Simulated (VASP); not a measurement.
# Sc12H (a cell with a defect) in VASP: further runs

Sc12H (a cell with a defect) is run at these levels: PBE+D3(BJ); tasks: single point.

Program: VASP 6.6.1. These are calculated values, not measurements. Logs are shortened: lines on timing, memory, paths and dates and some standing lists are left out, and cuts for length are marked.

## (1) The cell of the first run

The cell holds a defect, 13 atoms: a = 6.620 Å, b = 9.930 Å, c = 5.276 Å, α = 90.00°, β = 90.00°, γ = 120.00°.

## (2) Single point, PBE+D3(BJ)

INCAR reads:

```
ALGO     = Normal         # electronic algorithm
EDIFF    = 1E-6           # SCF threshold, eV
ENCUT    = 520            # plane-wave cutoff, eV
GGA      = PE             # functional
ISIF     = 2              # what is computed and relaxed
ISMEAR   = 0              # smearing method
IVDW     = 12             # dispersion correction
LASPH    = True           # aspherical terms in the spheres
LCHARG   = False          # write CHGCAR
LREAL    = False          # projectors in reciprocal space
LWAVE    = False          # write WAVECAR
NBANDS   = 78             # bands
NELM     = 100            # most SCF steps
PREC     = Accurate       # precision mode
SIGMA    = 0.15           # smearing width, eV
```

KPOINTS reads:

```
k-points
0
Gamma
  3 2 3
```

POSCAR reads:

```
Sc12H
1.0
    6.6200000000      0.0000000000      0.0000000000
   -4.9650000000      8.5996320000      0.0000000000
    0.0000000000      0.0000000000      5.2761400000
Sc H
12 1
Direct
    0.0006986129     -0.0008324371      0.0021175355
    0.1650789716      0.2206687610      0.5026955315
    0.0019263737      0.3345388744      0.0025584159
    0.1685990822      0.5544288526      0.5006707758
    0.0010346878      0.6668725471     -0.0149679610
    0.1701240313      0.8922768817      0.5010624669
    0.5002082439      0.0000814394      0.0017506165
    0.6686740354      0.2228184016      0.5023394748
    0.5006867265      0.3338044631      0.0033733477
    0.6643715931      0.5543168818      0.5011294036
    0.5001329638      0.6658895098      0.0024396265
    0.6673252023      0.8891824608      0.5014840936
    0.0013841756      0.6675366638      0.5959336727
```

Potentials or basis: VASP PAW PBE potentials, release 64 (Sc_sv, H).

Launch:

```
$ cat potpaw_PBE.64/Sc_sv/POTCAR potpaw_PBE.64/H/POTCAR > POTCAR
$ mpirun -np 1 vasp_std > vasp.out
```

OUTCAR:

```text
EDIFF = 1E-6
   ENCUT = 520
   GGA = PE
   ISIF = 2
   ISMEAR = 0
   IVDW = 12
   LASPH = True
   LREAL = False
   NELM = 100
   PREC = Accurate
 IVDW          = 12

 ion  position               nearest neighbor table
   1  0.001  0.999  0.002-   6 3.24   6 3.25   2 3.25  12 3.25   2 3.26  12 3.26   5 3.30   7 3.30
                            11 3.31   9 3.32   7 3.32   3 3.33
   2  0.165  0.221  0.503-   1 3.25   1 3.26   3 3.26   3 3.26   9 3.26   9 3.27   6 3.28  12 3.29
                             8 3.30   4 3.30  10 3.31   8 3.32
   3  0.002  0.335  0.003-   4 3.24   4 3.25   8 3.26   8 3.26   2 3.26   2 3.26  11 3.29   5 3.30
                             9 3.31   9 3.31   7 3.32   1 3.33
   4  0.169  0.554  0.501-  13 2.00   5 3.20   3 3.24  11 3.24   3 3.25  11 3.26  10 3.28   8 3.30
                             2 3.30  12 3.31   5 3.33  10 3.34   6 3.35
   5  0.001  0.667  0.985-  13 2.05  10 3.20   4 3.20   6 3.21   1 3.30   3 3.30   7 3.31  11 3.31
                             9 3.31  11 3.31   4 3.33  10 3.34   6 3.34
   6  0.170  0.892  0.501-  13 2.00   5 3.21   1 3.24   7 3.24   7 3.25   1 3.25   2 3.28   8 3.29
                            12 3.31  12 3.31   5 3.34   4 3.35  10 3.35
   7  0.500  0.000  0.002-   6 3.24   6 3.25  12 3.26   8 3.26  12 3.26   8 3.26   1 3.30   5 3.31
                             9 3.31   1 3.32  11 3.32   3 3.32
   8  0.669  0.223  0.502-   3 3.26   9 3.26   7 3.26   3 3.26   7 3.26   9 3.27   6 3.29   2 3.30
                             4 3.30  10 3.31  12 3.31   2 3.32
   9  0.501  0.334  0.003-  10 3.24   8 3.26  10 3.26   2 3.26   8 3.27   2 3.27  11 3.30   3 3.31
                             5 3.31   7 3.31   3 3.31   1 3.32
  10  0.664  0.554  0.501-  13 2.00   5 3.20   9 3.24  11 3.25  11 3.26   9 3.26   4 3.28   8 3.31
                             2 3.31  12 3.32   4 3.34   5 3.34   6 3.35
  11  0.500  0.666  0.002-   4 3.24  10 3.25  10 3.26  12 3.26   4 3.26  12 3.27   3 3.29   9 3.30
                             5 3.31   1 3.31   5 3.31   7 3.32
  12  0.667  0.889  0.501-   1 3.25   7 3.26  11 3.26   7 3.26   1 3.26  11 3.27   2 3.29   6 3.31
                             8 3.31   4 3.31   6 3.31  10 3.32
  13  0.001  0.668  0.596-   4 2.00  10 2.00   6 2.00   5 2.05

  LATTYP: Found a simple monoclinic cell.
 ALAT       =     6.6200000000
 B/A-ratio  =     0.7970000000
 C/A-ratio  =     1.3228756170
 COS(beta)  =    -0.1889822420

  Lattice vectors:

 A1 = (   6.6200000000,   0.0000000000,   0.0000000000)
 A2 = (   0.0000000000,   0.0000000000,   5.2761400000)
 A3 = (  -1.6550000000,  -8.5996320000,   0.0000000000)

Analysis of symmetry for initial positions (statically):
=====================================================================
 Subroutine PRICEL returns:
 Original cell was already a primitive cell.

 Routine SETGRP: Setting up the symmetry group for a
 simple monoclinic supercell.

 Subroutine GETGRP returns: Found  1 space group operations
 (whereof  1 operations were pure point group operations)
 out of a pool of  4 trial point group operations.

The static configuration has the point symmetry C_1 .

Analysis of symmetry for dynamics (positions and initial velocities):
=====================================================================
 Subroutine PRICEL returns:
 Original cell was already a primitive cell.

 Routine SETGRP: Setting up the symmetry group for a
 simple monoclinic supercell.

 Subroutine GETGRP returns: Found  1 space group operations
 (whereof  1 operations were pure point group operations)
 out of a pool of  4 trial point group operations.

The dynamic configuration has the point symmetry C_1 .

 Subroutine INISYM returns: Found  1 space group operations
 (whereof  1 operations are pure point group operations),
 and found     1 'primitive' translations

----------------------------------------------------------------------------------------

                                     Primitive cell

  volume of cell :     300.3683

  direct lattice vectors                    reciprocal lattice vectors
     6.620000000  0.000000000  0.000000000     0.151057402  0.087213034  0.000000000
    -4.965000000  8.599632000  0.000000000     0.000000000  0.116284046  0.000000000
     0.000000000  0.000000000  5.276140000     0.000000000  0.000000000  0.189532499

  length of vectors
     6.620000000  9.929999775  5.276140000     0.174426065  0.116284046  0.189532499

[... 69 lines left out ...]
 -----------------------------------------------------------------------------

 Subroutine IBZKPT returns following result:
 ===========================================

 Found     10 irreducible k-points:

 Following reciprocal coordinates:
            Coordinates               Weight
  0.000000  0.000000  0.000000      1.000000
  0.333333  0.000000  0.000000      2.000000
  0.000000  0.500000  0.000000      1.000000
  0.333333  0.500000  0.000000      2.000000
  0.000000  0.000000  0.333333      2.000000
  0.333333  0.000000  0.333333      2.000000
 -0.333333 -0.000000  0.333333      2.000000
  0.000000  0.500000  0.333333      2.000000
  0.333333  0.500000  0.333333      2.000000
 -0.333333  0.500000  0.333333      2.000000
   k-points           NKPTS =     10   k-points in BZ     NKDIM =     10   number of bands    NBANDS=     78
   number of dos      NEDOS =    301   number of ions     NIONS =     13
   total plane-waves  NPLWV = 160000
   dimension x,y,z NGX =    50 NGY =   80 NGZ =   40
   dimension x,y,z NGXF=   100 NGYF=  160 NGZF=   80
   ions per type =              12   1
   NGX,Y,Z   is equivalent  to a cutoff of  12.56, 13.39, 12.60 a.u.
   NGXF,Y,Z  is equivalent  to a cutoff of  25.11, 26.79, 25.21 a.u.
 SYSTEM =  unknown system
   PREC   = accura    normal or accurate (medium, high low for compatibility)
   ISTART =      0    job   : 0-new  1-cont  2-samecut
   ICHARG =      2    charge: 1-file 2-atom 10-const
   ISPIN  =      1    spin polarized calculation?
   LNONCOLLINEAR =      F non collinear calculations
   LSORBIT =      F    spin-orbit coupling
   LASPH  =      T    aspherical Exc in radial PAW
   ENCUT  =  520.0 eV  38.22 Ry    6.18 a.u.  12.31 18.46  9.81*2*pi/ulx,y,z
   NELM   =    100;   NELMIN=  2; NELMDL= -5     # of ELM steps
   EDIFF  = 0.1E-05   stopping-criterion for ELM
   LREAL  =      F    real-space projection
   EDIFFG = 0.1E-04   stopping-criterion for IOM
   NSW    =      0    number of steps for IOM
   IBRION =     -1    ionic relax: 0-MD 1-quasi-New 2-CG
   NFREE  =      0    steps in history (QN), initial steepest desc. (CG)
   ISIF   =      2    stress and relaxation
   ISYM   =      2    0-nonsym 1-usesym 2-fastsym
   POTIM  = 0.5000    time-step for ionic-motion
   TEBEG  =    0.0;   TEEND  =   0.0 temperature during run
   PSTRESS=    0.0 pullay stress
   NELECT =     133.0000    total number of electrons
   NUPDOWN=      -1.0000    fix difference up-down
   EMIN   =  10.00;   EMAX   =-10.00  energy-range for DOS
   EFERMI =   0.00;   METHOD = LEGACY
   ISMEAR =     0;   SIGMA  =   0.15  broadening in eV -4-tet -1-fermi 0-gaus
   EFERMI_NEDOS =   21; number of points for ismear=-14 and -15
   IALGO  =     38    algorithm
   IMIX   =      4    mixing-type and parameters
     AMIX     =   0.40;   BMIX     =  1.00
     AMIX_MAG =   1.60;   BMIX_MAG =  1.00
  volume/ion in A,a.u.               =      23.11       155.92
  Fermi-wavevector in a.u.,A,eV,Ry     =   1.247788  2.357977 21.183915  1.556974
  Thomas-Fermi vector in A             =   2.381904
   LORBIT       =      0    0 simple, 1 ext, 2 COOP (PROOUT), +10 PAW based schemes
   GGA     = PE    functional components
   LHFCALC =     F    Hartree Fock is set to
   AEXX    =    0.0000 exact exchange contribution
   IVDW    =    12    specifies the selected vdW correction
   LEPSILON=     F    determine dielectric tensor
   LRPA    =     F    only Hartree local field effects (RPA)
 non-spin polarized calculation
 Gauss-broadening in eV      SIGMA  =   0.15
  energy-cutoff  :      520.00
  volume of cell :      300.37
 maximum number of plane-waves:      8103
 NGX is ok and might be reduce to    50
   NGX = 25   NGY = 37   NGZ = 19

 number of electron     133.0000002 magnetization

 Free energy of the ion-electron system (eV)
  ---------------------------------------------------
  ext. energy  EPLUGINS =         0.00000000
  ---------------------------------------------------
  free energy    TOTEN  =       -79.39349524 eV

  energy without entropy =      -79.08519177  energy(sigma->0) =      -79.23934351

 E-fermi :   3.6283     XC(G=0):  -9.8565

 val. band max:        3.6241431098   @ k =   0.3333   0.5000   0.0000
 cond. band min:       3.6410290016   @ k =   0.0000   0.5000   0.3333
 fundamental gap:      0.0168858918
 Fermi energy:         3.6282640824

 k-point     1 :       0.0000    0.0000    0.0000
  band No.  band energies     occupation
      1     -45.8429      2.00000
      2     -45.8071      2.00000
      3     -45.7843      2.00000
      4     -45.7759      2.00000
      5     -45.7666      2.00000
      6     -45.7630      2.00000
[... 799 lines left out ...]
     77       4.5773      0.00000
     78       4.6439      0.00000

------------------------ aborting loop because EDIFF is reached ----------------------------------------

 Edisp (eV)   -4.71064

 E8    (eV) :    -2.2640

  FORCE on cell =-STRESS in cart. coord.  units (eV):
  Direction    XX          YY          ZZ          XY          YZ          ZX
  --------------------------------------------------------------------------------------
  -------------------------------------------------------------------------------------
  Total      -4.58389    -4.53752    -6.53946     0.00119     0.03867    -0.00005
  in kB     -24.45067   -24.20332   -34.88178     0.00632     0.20627    -0.00026
  external pressure =      -27.85 kB  Pullay stress =        0.00 kB

 VOLUME and BASIS-vectors are now :
 -----------------------------------------------------------------------------
  energy-cutoff  :      520.00
  volume of cell :      300.37
      direct lattice vectors                 reciprocal lattice vectors
     6.620000000  0.000000000  0.000000000     0.151057402  0.087213034  0.000000000
    -4.965000000  8.599632000  0.000000000     0.000000000  0.116284046  0.000000000
     0.000000000  0.000000000  5.276140000     0.000000000  0.000000000  0.189532499

 POSITION                                       TOTAL-FORCE (eV/Angst)
 -----------------------------------------------------------------------------------
     -4.95624      8.59247      0.01117        -0.002254      0.000897     -0.002449
     -0.00280      1.89767      2.65229         0.003117      0.004940      0.000200
     -1.64823      2.87691      0.01350        -0.000725     -0.004111     -0.001763
     -1.63661      4.76788      2.64161         0.010321     -0.004696     -0.000876
     -3.30417      5.73486      5.19717        -0.003598     -0.001962      0.009920
     -3.30393      7.67325      2.64368         0.000155      0.011138     -0.000013
      3.31097      0.00070      0.00924         0.003304      0.003579     -0.000380
      3.32033      1.91616      2.65041        -0.003681     -0.001873     -0.000682
      1.65721      2.87060      0.01780         0.001866      0.000266     -0.001309
      1.64596      4.76692      2.64403        -0.012604     -0.006954      0.000490
      0.00474      5.72640      0.01287         0.003766      0.001274     -0.004313
      0.00290      7.64664      2.64590         0.001024     -0.003573     -0.000895
     -3.30516      5.74057      3.14423        -0.000691      0.001075      0.002069
 -----------------------------------------------------------------------------------
    total drift:                                0.000364      0.000271     -0.000983

  FREE ENERGIE OF THE ION-ELECTRON SYSTEM (eV)
  ---------------------------------------------------
  free  energy   TOTEN  =       -84.1041397023 eV

  energy  without entropy=      -83.7958362366  energy(sigma->0) =      -83.94998797
```

Wall time 7.3 min (1 thread of Intel Xeon Platinum 8259CL at 2.50GHz (Skylake/Cascade Lake), shared host); peak memory 0.45 GiB.

Results:

* Free energy: -84.1041 eV
* Pressure: -2.8 GPa
* Largest force: 0.014 eV/Å
* Band gap on the k mesh: zero (an odd number of electrons rules out a gap without spin polarisation)
* Dispersion energy per atom: -0.362 eV

Forces in eV/Å, atoms in the order of the input:
```
Sc  -0.002  0.001 -0.002
Sc   0.003  0.005  0.000
Sc  -0.001 -0.004 -0.002
Sc   0.010 -0.005 -0.001
Sc  -0.004 -0.002  0.010
Sc   0.000  0.011  0.000
Sc   0.003  0.004  0.000
Sc  -0.004 -0.002 -0.001
Sc   0.002  0.000 -0.001
Sc  -0.013 -0.007  0.000
Sc   0.004  0.001 -0.004
Sc   0.001 -0.004 -0.001
H   -0.001  0.001  0.002
```

Levels at points of the mesh, in eV from the Fermi level:
```
           k point  band 62  band 63  band 64  band 65  band 66  band 67  band 68  band 69  band 70  band 71
(0.00, 0.00, 0.00)    -0.55    -0.54    -0.52    -0.47    -0.41    -0.28    -0.28     0.02     0.11     0.35
(0.00, 0.50, 0.00)    -0.60    -0.55    -0.54    -0.47    -0.28    -0.28    -0.28    -0.05     0.04     0.85
```

Caveat: the k points lie up to 0.40 Å⁻¹ apart, too coarse for converged energies and pressures of a metal.

## (3) Single point, PBE+D3(BJ)

INCAR reads:

```
  PREC = Accurate
  ENCUT = 520
  EDIFF = 1E-7
  ISMEAR = 0
  SIGMA = 0.15
  LREAL = False
  LASPH = True
  NELM = 100
  ALGO = Normal
  ISIF = 2
  LWAVE = False
  LCHARG = False
  GGA = PE
  IVDW = 12
  NBANDS = 78
```

KPOINTS reads:

```
Automatic mesh
0
Gamma
  3 2 3
```

POSCAR reads:

```
Sc12H
1.0
    6.6200000000      0.0000000000      0.0000000000
   -4.9650000000      8.5996320000      0.0000000000
    0.0000000000      0.0000000000      5.2761400000
Sc H
12 1
Direct
   -0.0001039954     -0.0013075649     -0.0035099482
    0.1643603604      0.2201692502      0.4954863225
    0.0009513634      0.3339497640     -0.0041476478
    0.1674594626      0.5538913466      0.4979846000
   -0.0000693891      0.6662276174      0.0140469071
    0.1688721666      0.8911241034      0.4979909663
    0.4993651344     -0.0005324113     -0.0031545904
    0.6674920172      0.2220088314      0.4957681489
    0.4999725989      0.3332824195     -0.0051085174
    0.6636319067      0.5536915788      0.4974711960
    0.4992089348      0.6652544697     -0.0039215101
    0.6663814320      0.8884761617      0.4967316337
    0.0002222773      0.6666865133      0.4017412693
```

Potentials or basis: VASP PAW PBE potentials, release 64 (Sc_sv, H).

Launch:

```
$ cat potpaw_PBE.64/Sc_sv/POTCAR potpaw_PBE.64/H/POTCAR > POTCAR
$ mpirun -np 1 vasp_std > vasp.out
```

Run time: 7.8 min. Hardware: 1 thread of Intel Xeon Platinum 8259CL at 2.50GHz (Skylake/Cascade Lake), shared host; peak memory 0.45 GiB.

Results (log left out):

```
Free energy                : -84.1039 eV
Pressure                   : -2.8 GPa
Largest force              : 0.035 eV/Å
Band gap on the k mesh     : zero (an odd number of electrons rules out a gap without spin polarisation)
Dispersion energy per atom : -0.362 eV
```

Forces on the atoms (eV/Å):
```
Sc  -0.001 -0.003  0.001
Sc   0.001  0.000  0.005
Sc   0.002 -0.006  0.000
Sc   0.022 -0.013  0.002
Sc   0.001  0.000 -0.035
Sc  -0.003  0.032 -0.006
Sc   0.002  0.000 -0.001
Sc   0.000  0.000  0.007
Sc  -0.002 -0.003  0.001
Sc  -0.024 -0.012  0.000
Sc   0.002  0.004  0.004
Sc   0.002 -0.002  0.009
H   -0.001  0.004  0.013
```

Stress tensor (GPa, compression positive):
```
-2.45  0.00  0.00
 0.00 -2.41 -0.02
 0.00 -0.02 -3.46
```

Levels at points of the mesh, in eV from the Fermi level:
| k point | band 62 | band 63 | band 64 | band 65 | band 66 | band 67 | band 68 | band 69 | band 70 | band 71 |
| --- | --- | --- | --- | --- | --- | --- | --- | --- | --- | --- |
| (0.00, 0.00, 0.00) | -0.55 | -0.54 | -0.52 | -0.47 | -0.41 | -0.28 | -0.28 | 0.02 | 0.10 | 0.34 |
| (0.00, 0.50, 0.00) | -0.60 | -0.55 | -0.54 | -0.47 | -0.28 | -0.28 | -0.28 | -0.05 | 0.04 | 0.85 |

Caveat: the k points lie up to 0.40 Å⁻¹ apart, too coarse for converged energies and pressures of a metal.
